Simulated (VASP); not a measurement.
# ZnS (Imm2) in VASP: notebook, part 2 of 2

VASP 6.6.1.

## (3) Single point, PBE (atom 1 (Zn) moved by (+0.000, -0.225) A along [1 1 0] and z)

The input, INCAR:

```
ALGO = Normal
EDIFF = 1E-7
ENCUT = 520
GGA = PE
ISIF = 2
ISMEAR = 0
LASPH = T
LCHARG = F
LREAL = F
LWAVE = F
NBANDS = 16
NELM = 60
PREC = Accurate
SIGMA = 0.05
```

The input, KPOINTS:

```
k-points
0
Gamma
  10 10 10
```

The input, POSCAR:

```
ZnS
1.0
    0.0000000000      2.7046500000      2.7046500000
    2.7046500000      0.0000000000      2.7046500000
    2.7046500000      2.7046500000      0.0000000000
Zn S
1 1
Direct
   -0.0415950308     -0.0415950308      0.0415950308
    0.7500000000      0.7500000000      0.7500000000
```

Potentials or basis: VASP PAW PBE potentials, release 64 (Zn, S).

Command:

```sh
cat potpaw_PBE.64/Zn/POTCAR potpaw_PBE.64/S/POTCAR > POTCAR
mpirun -np 1 vasp_std > vasp.out
```

OUTCAR:

```text
EDIFF = 1E-7
   ENCUT = 520
   GGA = PE
   ISIF = 2
   ISMEAR = 0
   LASPH = T
   LREAL = F
   NELM = 60
   PREC = Accurate

 ion  position               nearest neighbor table
   1  0.958  0.958  0.042-   2 2.22   2 2.22   2 2.48   2 2.48
   2  0.750  0.750  0.750-   1 2.22   1 2.22   1 2.48   1 2.48

  LATTYP: Found a face centered cubic cell.
 ALAT       =     5.4093000000

  Lattice vectors:

 A1 = (   0.0000000000,   2.7046500000,   2.7046500000)
 A2 = (   2.7046500000,   0.0000000000,   2.7046500000)
 A3 = (   2.7046500000,   2.7046500000,   0.0000000000)

Analysis of symmetry for initial positions (statically):
=====================================================================
 Subroutine PRICEL returns:
 Original cell was already a primitive cell.

 Routine SETGRP: Setting up the symmetry group for a
 face centered cubic supercell.

 Subroutine GETGRP returns: Found  4 space group operations
 (whereof  4 operations were pure point group operations)
 out of a pool of 48 trial point group operations.

The static configuration has the point symmetry C_2v.

Analysis of symmetry for dynamics (positions and initial velocities):
=====================================================================
 Subroutine PRICEL returns:
 Original cell was already a primitive cell.

 Routine SETGRP: Setting up the symmetry group for a
 face centered cubic supercell.

 Subroutine GETGRP returns: Found  4 space group operations
 (whereof  4 operations were pure point group operations)
 out of a pool of 48 trial point group operations.

The dynamic configuration has the point symmetry C_2v.

 Subroutine INISYM returns: Found  4 space group operations
 (whereof  4 operations are pure point group operations),
 and found     1 'primitive' translations

----------------------------------------------------------------------------------------

                                     Primitive cell

  volume of cell :      39.5697

  direct lattice vectors                    reciprocal lattice vectors
     0.000000000  2.704650000  2.704650000    -0.184866803  0.184866803  0.184866803
     2.704650000  0.000000000  2.704650000     0.184866803 -0.184866803  0.184866803
     2.704650000  2.704650000  0.000000000     0.184866803  0.184866803 -0.184866803

  length of vectors
     3.824952711  3.824952711  3.824952711     0.320198696  0.320198696  0.320198696

  position of ions in fractional coordinates (direct lattice)
     0.958404969  0.958404969  0.041595031
     0.750000000  0.750000000  0.750000000

  ion indices of the primitive-cell ions
   primitive index   ion index
                 1           1
                 2           2

----------------------------------------------------------------------------------------

 KPOINTS: k-points

Automatic generation of k-mesh.
 Grid dimensions read from file:
 generate k-points for:   10   10   10

 Generating k-lattice:

  Cartesian coordinates                     Fractional coordinates (reciprocal lattice)
    -0.018486680  0.018486680  0.018486680     0.100000000  0.000000000  0.000000000
     0.018486680 -0.018486680  0.018486680     0.000000000  0.100000000  0.000000000
     0.018486680  0.018486680 -0.018486680     0.000000000  0.000000000  0.100000000

  Length of vectors
     0.032019870  0.032019870  0.032019870

  Shift w.r.t. Gamma in fractional coordinates (k-lattice)
     0.000000000  0.000000000  0.000000000

 Subroutine IBZKPT returns following result:
 ===========================================

 Found    171 irreducible k-points:

 Following reciprocal coordinates:
            Coordinates               Weight
  0.000000  0.000000  0.000000      1.000000
  0.100000  0.000000  0.000000      4.000000
  0.000000  0.000000  0.100000      4.000000
  0.200000  0.000000  0.000000      4.000000
  0.000000  0.000000  0.200000      4.000000
  0.300000  0.000000  0.000000      4.000000
[... 16 lines left out ...]
  0.000000  0.400000  0.100000      8.000000
  0.100000  0.000000  0.400000      8.000000
 [... further k-points ...]
   k-points           NKPTS =    171   k-points in BZ     NKDIM =    171   number of bands    NBANDS=     16
   number of dos      NEDOS =    301   number of ions     NIONS =      2
   total plane-waves  NPLWV =  21952
   dimension x,y,z NGX =    28 NGY =   28 NGZ =   28
   dimension x,y,z NGXF=    56 NGYF=   56 NGZF=   56
   ions per type =               1   1
   NGX,Y,Z   is equivalent  to a cutoff of  12.17, 12.17, 12.17 a.u.
   NGXF,Y,Z  is equivalent  to a cutoff of  24.34, 24.34, 24.34 a.u.
 SYSTEM =  unknown system
   PREC   = accura    normal or accurate (medium, high low for compatibility)
   ISTART =      0    job   : 0-new  1-cont  2-samecut
   ICHARG =      2    charge: 1-file 2-atom 10-const
   ISPIN  =      1    spin polarized calculation?
   LNONCOLLINEAR =      F non collinear calculations
   LSORBIT =      F    spin-orbit coupling
   LASPH  =      T    aspherical Exc in radial PAW
   ENCUT  =  520.0 eV  38.22 Ry    6.18 a.u.   7.11  7.11  7.11*2*pi/ulx,y,z
   NELM   =     60;   NELMIN=  2; NELMDL= -5     # of ELM steps
   EDIFF  = 0.1E-06   stopping-criterion for ELM
   LREAL  =      F    real-space projection
   EDIFFG = 0.1E-05   stopping-criterion for IOM
   NSW    =      0    number of steps for IOM
   IBRION =     -1    ionic relax: 0-MD 1-quasi-New 2-CG
   NFREE  =      0    steps in history (QN), initial steepest desc. (CG)
   ISIF   =      2    stress and relaxation
   ISYM   =      2    0-nonsym 1-usesym 2-fastsym
   POTIM  = 0.5000    time-step for ionic-motion
   TEBEG  =    0.0;   TEEND  =   0.0 temperature during run
   PSTRESS=    0.0 pullay stress
   NELECT =      18.0000    total number of electrons
   NUPDOWN=      -1.0000    fix difference up-down
   EMIN   =  10.00;   EMAX   =-10.00  energy-range for DOS
   EFERMI =   0.00;   METHOD = LEGACY
   ISMEAR =     0;   SIGMA  =   0.05  broadening in eV -4-tet -1-fermi 0-gaus
   EFERMI_NEDOS =   21; number of points for ismear=-14 and -15
   IALGO  =     38    algorithm
   IMIX   =      4    mixing-type and parameters
     AMIX     =   0.40;   BMIX     =  1.00
     AMIX_MAG =   1.60;   BMIX_MAG =  1.00
  volume/ion in A,a.u.               =      19.78       133.51
  Fermi-wavevector in a.u.,A,eV,Ry     =   1.259055  2.379268 21.568210  1.585219
  Thomas-Fermi vector in A             =   2.392634
   LORBIT       =      0    0 simple, 1 ext, 2 COOP (PROOUT), +10 PAW based schemes
   GGA     = PE    functional components
   LHFCALC =     F    Hartree Fock is set to
   AEXX    =    0.0000 exact exchange contribution
   IVDW    =     0    specifies the selected vdW correction
   LEPSILON=     F    determine dielectric tensor
   LRPA    =     F    only Hartree local field effects (RPA)
 non-spin polarized calculation
 Gauss-broadening in eV      SIGMA  =   0.05
  energy-cutoff  :      520.00
  volume of cell :       39.57
 maximum number of plane-waves:      1090
   NGX = 15   NGY = 15   NGZ = 15

 number of electron      17.9999992 magnetization

 Free energy of the ion-electron system (eV)
  ---------------------------------------------------
  ext. energy  EPLUGINS =         0.00000000
  ---------------------------------------------------
  free energy    TOTEN  =        -6.70478067 eV

  energy without entropy =       -6.70478067  energy(sigma->0) =       -6.70478067

 E-fermi :   2.3773     XC(G=0):  -9.6148

 val. band max:        2.1797123941   @ k =   0.0000   0.0000   0.0000
 cond. band min:       4.2133929792   @ k =   0.0000   0.0000   0.0000
 fundamental gap:      2.0336805851
 Fermi energy:         2.3772898144

 k-point     1 :       0.0000    0.0000    0.0000
  band No.  band energies     occupation
      1     -11.0895      2.00000
      2      -4.4926      2.00000
      3      -4.3361      2.00000
      4      -4.1784      2.00000
      5      -3.8483      2.00000
      6      -3.8321      2.00000
[... 8 lines left out ...]
     15      13.8327      0.00000
     16      13.8761      0.00000
[... 419 lines left out ...]
 k-point    24 :       0.1000    0.0000    0.4000
  band No.  band energies     occupation
      1     -10.2601      2.00000
      2      -4.3526      2.00000
      3      -4.1191      2.00000
      4      -4.0333      2.00000
      5      -3.8483      2.00000
      6      -3.8141      2.00000
[... 8 lines left out ...]
     15      14.7227      0.00000
     16      14.7958      0.00000

 [... further k-points ...]

------------------------ aborting loop because EDIFF is reached ----------------------------------------

  FORCE on cell =-STRESS in cart. coord.  units (eV):
  Direction    XX          YY          ZZ          XY          YZ          ZX
  --------------------------------------------------------------------------------------
  -------------------------------------------------------------------------------------
  Total        0.9291808      0.9291808      0.5084110      1.3117645      0.0000000      0.0000000
  in kB       37.6224963     37.6224963     20.5855405     53.1132966      0.0000000      0.0000000
  external PRESSURE =      31.9435110 kB  Pullay stress =       0.0000000 kB

 VOLUME and BASIS-vectors are now :
 -----------------------------------------------------------------------------
  energy-cutoff  :      520.00
  volume of cell :       39.57
      direct lattice vectors                 reciprocal lattice vectors
     0.000000000  2.704650000  2.704650000    -0.184866803  0.184866803  0.184866803
     2.704650000  0.000000000  2.704650000     0.184866803 -0.184866803  0.184866803
     2.704650000  2.704650000  0.000000000     0.184866803  0.184866803 -0.184866803

 POSITION                                       TOTAL-FORCE (eV/Angst)
 -----------------------------------------------------------------------------------
      2.70465      2.70465      5.18430        -0.000000     -0.000000      1.258473
      4.05697      4.05697      4.05697         0.000000      0.000000     -1.258473
 -----------------------------------------------------------------------------------
    total drift:                                0.000001      0.000001      0.001037

  FREE ENERGIE OF THE ION-ELECTRON SYSTEM (eV)
  ---------------------------------------------------
  free  energy   TOTEN  =        -6.7047806750 eV

  energy  without entropy=       -6.7047806750  energy(sigma->0) =       -6.70478067
```

stdout:

```text
POSCAR found type information on POSCAR ZnS
 POSCAR found :  2 types and       2 ions
 scaLAPACK will be used
 LDA part: xc-table for (Slater+PW92), standard interpolation
 POSCAR, INCAR and KPOINTS ok, starting setup
 FFT: planning ... GRIDC
 FFT: planning ... GRID_SOFT
 FFT: planning ... GRID
 WAVECAR not read
 entering main loop
```

Wall time 2 min (1 thread of Intel Xeon Platinum 8259CL at 2.50GHz (Skylake/Cascade Lake), shared host); peak memory 0.23 GiB.

What came out:

```
Free energy            : -6.7048 eV
Pressure               : 3.2 GPa
Largest force          : 1.258 eV/Å
Band gap on the k mesh : 2.03 eV, direct
```

Forces on the atoms (eV/Å):
```
Zn   0.000  0.000  1.258
S    0.000  0.000 -1.258
```

Caveat: the cell differs from its parent crystal (atom 1 (Zn) moved by (+0.000, -0.225) A along [1 1 0] and z); forces of over 1 eV/Å act on the atoms, so gaps and moduli don't describe the material at rest.
